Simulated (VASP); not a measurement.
# Zr4HSe8 (P-3m1) in VASP: single point with PBE+D3(BJ)

Aim: the single point of Zr4HSe8 with PBE+D3(BJ).

Program: VASP 6.6.1. These are calculated values, not measurements. Logs are shortened: lines on timing, memory, paths and dates and some standing lists are left out, and cuts for length are marked.

## (1) The cell of the first run

Symmetry: P-3m1, No. 164, trigonal system. The conventional cell has a = 7.456 Å, b = 7.456 Å, c = 5.873 Å, α = 90.00°, β = 90.00°, γ = 120.00°. Within 3.8 Å of Zr (site symmetry -3m) lie 6 Se at 2.70 Å and 2 H at 2.94 Å and 6 Zr at 3.73 Å. Within 3.5 Å of Zr (site symmetry 2/m) lie 6 Se at 2.68 Å. Se (site symmetry m) has 1 H at 2.54 Å and 3 Zr at 2.68 to 2.70 Å and 3 Se at 3.42 Å within 3.5 Å. Within 3.5 Å of Se (site symmetry 3m) lie 3 Zr at 2.68 Å and 3 Se at 3.42 Å. H (site symmetry -3m) has 6 Se at 2.54 Å and 2 Zr at 2.94 Å within 3.3 Å.

## (2) Single point, PBE+D3(BJ)

The input, INCAR:

```
SYSTEM = Zr4HSe8
ALGO = Normal
EDIFF = 1E-6
ENCUT = 500
GGA = PE
GGA_COMPAT = .FALSE.
ISIF = 2
ISMEAR = 0
IVDW = 12
LASPH = .TRUE.
LCHARG = .TRUE.
LELF = .TRUE.
LREAL = .FALSE.
LVHAR = .TRUE.
LWAVE = .FALSE.
NBANDS = 60
NELM = 120
PREC = Accurate
SIGMA = 0.1
```

The input, KPOINTS:

```
k-points
0
G
  6 6 6
  0 0 0
```

The input, POSCAR:

```
Zr4HSe8
1.0
    7.4556875088      0.0000000001      0.0000000000
   -3.7278437545      6.4568147852      0.0000000000
    0.0000000000      0.0000000000      5.8726631648
Zr Se H
4 8 1
Direct
    0.0000000000      0.0000000000      0.0000000000
    0.0000000000      0.5000000000      0.0000000000
    0.5000000000      0.0000000000      0.0000000000
    0.5000000000      0.5000000000      0.0000000000
    0.1675809932      0.3351619864      0.2744151271
    0.1675809932      0.8324190068      0.2744151271
    0.6666666667      0.3333333333      0.2722572971
    0.6648380136      0.8324190068      0.2744151271
    0.3351619864      0.1675809932      0.7255848729
    0.3333333333      0.6666666667      0.7277427029
    0.8324190068      0.1675809932      0.7255848729
    0.8324190068      0.6648380136      0.7255848729
    0.0000000000      0.0000000000      0.5000000000
```

Potentials or basis: VASP PAW PBE potentials, release 64 (Zr_sv, Se, H).

The run is started by

```bash
cat potpaw_PBE.64/Zr_sv/POTCAR potpaw_PBE.64/Se/POTCAR potpaw_PBE.64/H/POTCAR > POTCAR
mpirun -np 1 vasp_std > vasp.out
```

OUTCAR:

```text
SYSTEM = Zr4HSe8
   EDIFF = 1E-6
   ENCUT = 500
   GGA = PE
   ISIF = 2
   ISMEAR = 0
   IVDW = 12
   LASPH = .TRUE.
   LREAL = .FALSE.
   NELM = 120
   PREC = Accurate
 IVDW          = 12

 ion  position               nearest neighbor table
   1  0.000  0.000  0.000-   5 2.70  12 2.70   9 2.70   8 2.70  11 2.70   6 2.70   4 3.73   4 3.73
                             2 3.73   2 3.73   3 3.73   3 3.73
   2  0.000  0.500  0.000-   7 2.68  10 2.68   6 2.68  11 2.68   5 2.68  12 2.68   3 3.73   3 3.73
                             1 3.73   1 3.73   4 3.73   4 3.73
   3  0.500  0.000  0.000-   7 2.68  10 2.68   6 2.68  11 2.68   8 2.68   9 2.68   2 3.73   2 3.73
                             4 3.73   4 3.73   1 3.73   1 3.73
   4  0.500  0.500  0.000-   7 2.68  10 2.68   9 2.68   8 2.68   5 2.68  12 2.68   1 3.73   1 3.73
                             3 3.73   3 3.73   2 3.73   2 3.73
   5  0.168  0.335  0.274-   4 2.68   2 2.68   1 2.70
   6  0.168  0.832  0.274-   2 2.68   3 2.68   1 2.70
   7  0.667  0.333  0.272-   3 2.68   2 2.68   4 2.68
   8  0.665  0.832  0.274-   4 2.68   3 2.68   1 2.70
   9  0.335  0.168  0.726-   4 2.68   3 2.68   1 2.70
  10  0.333  0.667  0.728-   3 2.68   2 2.68   4 2.68
  11  0.832  0.168  0.726-   2 2.68   3 2.68   1 2.70
  12  0.832  0.665  0.726-   4 2.68   2 2.68   1 2.70
  13  0.000  0.000  0.500-

  LATTYP: Found a hexagonal cell.
 ALAT       =     7.4556875088
 C/A-ratio  =     0.7876756044

  Lattice vectors:

 A1 = (   7.4556875088,   0.0000000001,   0.0000000000)
 A2 = (  -3.7278437545,   6.4568147852,   0.0000000000)
 A3 = (   0.0000000000,   0.0000000000,   5.8726631648)

Analysis of symmetry for initial positions (statically):
=====================================================================
 Subroutine PRICEL returns:
 Original cell was already a primitive cell.

 Routine SETGRP: Setting up the symmetry group for a
 hexagonal supercell.

 Subroutine GETGRP returns: Found 12 space group operations
 (whereof 12 operations were pure point group operations)
 out of a pool of 24 trial point group operations.

The static configuration has the point symmetry D_3d.

Analysis of symmetry for dynamics (positions and initial velocities):
=====================================================================
 Subroutine PRICEL returns:
 Original cell was already a primitive cell.

 Routine SETGRP: Setting up the symmetry group for a
 hexagonal supercell.

 Subroutine GETGRP returns: Found 12 space group operations
[... 138 lines left out ...]
   EMIN   =  10.00;   EMAX   =-10.00  energy-range for DOS
   EFERMI =   0.00;   METHOD = LEGACY
   ISMEAR =     0;   SIGMA  =   0.10  broadening in eV -4-tet -1-fermi 0-gaus
   EFERMI_NEDOS =   21; number of points for ismear=-14 and -15
   IALGO  =     38    algorithm
   IMIX   =      4    mixing-type and parameters
     AMIX     =   0.40;   BMIX     =  1.00
     AMIX_MAG =   1.60;   BMIX_MAG =  1.00
  volume/ion in A,a.u.               =      21.75       146.76
  Fermi-wavevector in a.u.,A,eV,Ry     =   1.146089  2.165794 17.871527  1.313520
  Thomas-Fermi vector in A             =   2.282775
   LORBIT       =      0    0 simple, 1 ext, 2 COOP (PROOUT), +10 PAW based schemes
   GGA     = PE    functional components
   LHFCALC =     F    Hartree Fock is set to
   AEXX    =    0.0000 exact exchange contribution
   IVDW    =    12    specifies the selected vdW correction
   LEPSILON=     F    determine dielectric tensor
   LRPA    =     F    only Hartree local field effects (RPA)
 non-spin polarized calculation
 Gauss-broadening in eV      SIGMA  =   0.10
  energy-cutoff  :      500.00
  volume of cell :      282.71
 maximum number of plane-waves:      7215
   NGX = 27   NGY = 27   NGZ = 21

 number of electron      96.9999993 magnetization

 Free energy of the ion-electron system (eV)
  ---------------------------------------------------
  ext. energy  EPLUGINS =         0.00000000
  ---------------------------------------------------
  free energy    TOTEN  =       -79.05366874 eV

  energy without entropy =      -79.02914910  energy(sigma->0) =      -79.04140892

 E-fermi :   5.5752     XC(G=0): -10.0717

 val. band max:        5.5728265401   @ k =   0.0000   0.0000   0.3333
 cond. band min:       5.5790155613   @ k =   0.1667   0.1667   0.3333
 fundamental gap:      0.0061890213
 Fermi energy:         5.5752459813

 k-point     1 :       0.0000    0.0000    0.0000
  band No.  band energies     occupation
      1     -44.0916      2.00000
      2     -43.9811      2.00000
      3     -43.9699      2.00000
      4     -43.9699      2.00000
      5     -22.2094      2.00000
      6     -22.2094      2.00000
[... 1501 lines left out ...]
     59       8.1440      0.00000
     60       8.2599      0.00000

 [... further k-points ...]

------------------------ aborting loop because EDIFF is reached ----------------------------------------

 Edisp (eV)   -5.25470

 E8    (eV) :    -2.3385

  FORCE on cell =-STRESS in cart. coord.  units (eV):
  Direction    XX          YY          ZZ          XY          YZ          ZX
  --------------------------------------------------------------------------------------
  -------------------------------------------------------------------------------------
  Total       0.22540     0.22540     0.24891    -0.00000     0.00000    -0.00000
  in kB       1.27738     1.27738     1.41064    -0.00000     0.00000    -0.00000
  external pressure =        1.32 kB  Pullay stress =        0.00 kB

 VOLUME and BASIS-vectors are now :
 -----------------------------------------------------------------------------
  energy-cutoff  :      500.00
  volume of cell :      282.71
      direct lattice vectors                 reciprocal lattice vectors
     7.455687509  0.000000000  0.000000000     0.134125793  0.077437563  0.000000000
    -3.727843754  6.456814785  0.000000000    -0.000000000  0.154875125  0.000000000
     0.000000000  0.000000000  5.872663165     0.000000000  0.000000000  0.170280497

 POSITION                                       TOTAL-FORCE (eV/Angst)
 -----------------------------------------------------------------------------------
      0.00000      0.00000      0.00000        -0.000000      0.000000      0.000000
     -1.86392      3.22841      0.00000        -0.000000      0.000000      0.000000
      3.72784      0.00000      0.00000        -0.000000      0.000000      0.000000
      1.86392      3.22841      0.00000        -0.000000      0.000000      0.000000
     -0.00000      2.16408      1.61155         0.000000     -0.001887      0.017044
     -1.85370      5.37478      1.61155        -0.001634      0.000943      0.017044
      3.72784      2.15227      1.59888        -0.000000      0.000000      0.014556
      1.85370      5.37478      1.61155         0.001634      0.000943      0.017044
      1.87415      1.08204      4.26112        -0.001634     -0.000943     -0.017044
     -0.00000      4.30454      4.27379        -0.000000      0.000000     -0.014556
      5.58154      1.08204      4.26112         0.001634     -0.000943     -0.017044
      3.72784      4.29274      4.26112        -0.000000      0.001887     -0.017044
      0.00000      0.00000      2.93633        -0.000000      0.000000      0.000000
 -----------------------------------------------------------------------------------
    total drift:                               -0.000000     -0.000000      0.000000

  FREE ENERGIE OF THE ION-ELECTRON SYSTEM (eV)
  ---------------------------------------------------
  free  energy   TOTEN  =       -84.3083691784 eV

  energy  without entropy=      -84.2838495471  energy(sigma->0) =      -84.29610936
```

OSZICAR:

```text
N       E                     dE             d eps       ncg     rms          rms(c)
DAV:   1     0.803179843878E+03    0.80318E+03   -0.45103E+04  4096   0.144E+03
DAV:   2    -0.618329784207E+01   -0.80936E+03   -0.78435E+03  4888   0.360E+02
DAV:   3    -0.790994875714E+02   -0.72916E+02   -0.71449E+02  5724   0.916E+01
DAV:   4    -0.844689683471E+02   -0.53695E+01   -0.53539E+01  6640   0.212E+01
DAV:   5    -0.846504581887E+02   -0.18149E+00   -0.18144E+00  5456   0.359E+00    0.269E+01
DAV:   6    -0.792630650705E+02    0.53874E+01   -0.23696E+01  4576   0.151E+01    0.116E+01
DAV:   7    -0.790423201690E+02    0.22074E+00   -0.32657E+00  5372   0.513E+00    0.539E+00
DAV:   8    -0.790465884222E+02   -0.42683E-02   -0.57795E-01  5404   0.224E+00    0.177E+00
DAV:   9    -0.790522812505E+02   -0.56928E-02   -0.41942E-02  5176   0.882E-01    0.585E-01
DAV:  10    -0.790535536170E+02   -0.12724E-02   -0.57099E-03  5236   0.363E-01    0.134E-01
DAV:  11    -0.790536324012E+02   -0.78784E-04   -0.72133E-04  5424   0.104E-01    0.570E-02
DAV:  12    -0.790536557161E+02   -0.23315E-04   -0.82529E-05  5780   0.345E-02    0.223E-02
DAV:  13    -0.790536677735E+02   -0.12057E-04   -0.26229E-05  4832   0.225E-02    0.681E-03
DAV:  14    -0.790536687353E+02   -0.96172E-06   -0.16245E-06  3544   0.479E-03
   1 F= -.84308369E+02 E0= -.84296109E+02  d E =-.245196E-01
```

Run time: 8.6 min. Hardware: 1 thread of Intel Xeon 6975P-C (Granite Rapids), shared host; peak memory 0.64 GiB.

Results:

```
Free energy                : -84.3084 eV
Pressure                   : 0.1 GPa
Largest force              : 0.017 eV/Å
Band gap on the k mesh     : zero (an odd number of electrons rules out a gap without spin polarisation)
Dispersion energy per atom : -0.404 eV
```

Forces in eV/Å, atoms in the order of the input:
```
Zr   0.000  0.000  0.000
Zr   0.000  0.000  0.000
Zr   0.000  0.000  0.000
Zr   0.000  0.000  0.000
Se   0.000 -0.002  0.017
Se  -0.002  0.001  0.017
Se   0.000  0.000  0.015
Se   0.002  0.001  0.017
Se  -0.002 -0.001 -0.017
Se   0.000  0.000 -0.015
Se   0.002 -0.001 -0.017
Se   0.000  0.002 -0.017
H    0.000  0.000  0.000
```
